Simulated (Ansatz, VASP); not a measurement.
Two plane-wave programs on SnO2

INCAR

```
PREC     = Accurate       # precision mode
ENCUT    = 520            # plane-wave cutoff, eV
EDIFF    = 1E-6           # SCF threshold, eV
ISMEAR   = 0              # smearing method
SIGMA    = 0.05           # smearing width, eV
LREAL    = False          # projectors in reciprocal space
LASPH    = True           # aspherical terms in the spheres
NELM     = 60             # most SCF steps
ALGO     = Normal         # electronic algorithm
ISIF     = 2              # what is computed and relaxed
LWAVE    = False          # write WAVECAR
LCHARG   = True           # write CHGCAR
GGA      = PE             # functional
IVDW     = 12             # dispersion correction
LELF     = True           # ELF
LVHAR    = True         
NBANDS   = 49             # bands
```

KPOINTS

```
Automatic mesh
0
Gamma
  9 9 2
```

The input POSCAR:

```
SnO2
1.0
   -3.2372529198      0.0000000000      0.0000000000
   -1.6186264599     -2.8035432670      0.0000000000
   -4.3702914417     -2.5231889404     15.6754773976
Sn O
3 6
Direct
    0.2970593144      0.2970593144      0.4106748359
    0.8768057630     -0.1231942370      0.1368824855
   -0.2826871342     -0.2826871342      0.6844671862
    0.4866002690      0.4866002690      0.2000737752
    0.3271073717     -0.6728926283      0.7476584759
   -0.0931461796     -0.0931461796      0.4738661255
    0.1075183598      0.1075183598      0.6212758966
    0.6872648084     -0.3127351916      0.3474835462
    0.2670112570      0.2670112570      0.0736911959
```

Input for Ansatz:

```yaml
crystal:
  lattice:
    - [-3.2372529198, 0.0, 0.0]
    - [-1.6186264599, -2.803543267, 0.0]
    - [-4.3702914417, -2.5231889404, 15.6754773976]
  atoms:
    - { symbol: Sn, position: [0.2970593144, 0.2970593144, 0.4106748359] }
    - { symbol: Sn, position: [0.876805763, -0.123194237, 0.1368824855] }
    - { symbol: Sn, position: [-0.2826871342, -0.2826871342, 0.6844671862] }
    - { symbol: O, position: [0.486600269, 0.486600269, 0.2000737752] }
    - { symbol: O, position: [0.3271073717, -0.6728926283, 0.7476584759] }
    - { symbol: O, position: [-0.0931461796, -0.0931461796, 0.4738661255] }
    - { symbol: O, position: [0.1075183598, 0.1075183598, 0.6212758966] }
    - { symbol: O, position: [0.6872648084, -0.3127351916, 0.3474835462] }
    - { symbol: O, position: [0.267011257, 0.267011257, 0.0736911959] }
basis:
  ecutwfc: 520.0
kpoints:
  mp_grid: { grid: [9, 9, 2] }
hamiltonian:
  xc: pbe
  pseudopotentials: { kind: paw, azcp: { folder: soft_1 } }
  dispersion: d3bj
scf:
  occupations: { method: gaussian, width: 0.05 }
output:
  forces: true
  stress: true
  eigenvalues: true
```

Alike in both runs: task single point; functional PBE; dispersion D3(BJ); k mesh 9 × 9 × 2; occupations gaussian, width 0.05 eV; no spin polarisation.

```csv
,VASP,Ansatz
version,VASP 6.6.1,Ansatz 0.2.0
potentials or method,"VASP PAW PBE potentials, release 64 (Sn_d, O), cutoff 520 eV","scalar-relativistic, plane waves, PAW"
valence electrons in the cell,78,78
```

Ansatz gave:

- gap on the k mesh at the Fermi level (eV): 1.95
- least direct gap on the mesh (eV): 2.12
- pressure (GPa): -0.2
- traceless stress, the component that is largest in VASP (GPa): 0.47
- rms of the force components (eV/Å): 0.066

Question: What did VASP give for the same quantities?

Answer: gap on the k mesh at the Fermi level (eV): 1.93; least direct gap on the mesh (eV): 2.10; pressure (GPa): 0.4; traceless stress, the component that is largest in VASP (GPa): 0.10; rms of the force components (eV/Å): 0.081.

Atom by atom the forces differ by 0.026 eV/Å (rms over components).
